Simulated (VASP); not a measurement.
Set up this calculation in VASP 6.6.1, as the native input.

```
Task                   : single point
Functional             : PBEsol
Potentials or basis    : VASP PAW PBE potentials, release 64 (Pb_d, O)
Cutoff                 : 520 eV
k mesh                 : 5 × 5 × 6
Occupations            : fermi-dirac, width 0.05 eV
Spin                   : no spin polarisation
Dipole correction      : no
Further INCAR settings : ALGO = Normal; EDIFF = 1e-06; NBANDS = 50
```

The structure of PbO lies in POSCAR:

```
PbO
1.0
    5.8760000000      0.0000000000      0.0000000000
    0.0000000000      5.4760000000      0.0000000000
    0.0000000000      0.0000000000      4.7430000000
Pb O
4 4
Direct
    0.7690000000      0.5140000000      0.2500000000
    0.2310000000      0.4860000000      0.7500000000
    0.7690000000      0.9860000000      0.7500000000
    0.2310000000      0.0140000000      0.2500000000
    0.1320000000      0.5820000000      0.2500000000
    0.8680000000      0.4180000000      0.7500000000
    0.1320000000      0.9180000000      0.7500000000
    0.8680000000      0.0820000000      0.2500000000
```

One way to write it, as run:

INCAR

```
SYSTEM = PbO
PREC = Accurate
ENCUT = 520
EDIFF = 1E-6
ISMEAR = -1
SIGMA = 0.05
LREAL = .FALSE.
LASPH = .TRUE.
NELM = 60
ALGO = Normal
ISIF = 2
LWAVE = .FALSE.
LCHARG = .FALSE.
GGA = PS
NBANDS = 50
```

KPOINTS

```
regular mesh
0
G
  5 5 6
  0 0 0
```

Potentials or basis: VASP PAW PBE potentials, release 64 (Pb_d, O).

Launch:

```bash
$ cat potpaw_PBE.64/Pb_d/POTCAR potpaw_PBE.64/O/POTCAR > POTCAR
$ mpirun -np 1 vasp_std > vasp.out
```

It gave:

```
Pressure               : -1.8 GPa
Largest force          : 0.961 eV/Å
Band gap on the k mesh : 1.89 eV, indirect (least direct gap 2.08 eV)
```

Caveat: the PAW data sets were made with another functional, which shifts forces and pressure a little; spin-orbit coupling is left out, which moves the levels of the heavy elements.

Wall time 6.1 min on 1 thread of Oxide Virtual Turin-like Processor (shared host), peak memory 0.34 GiB.
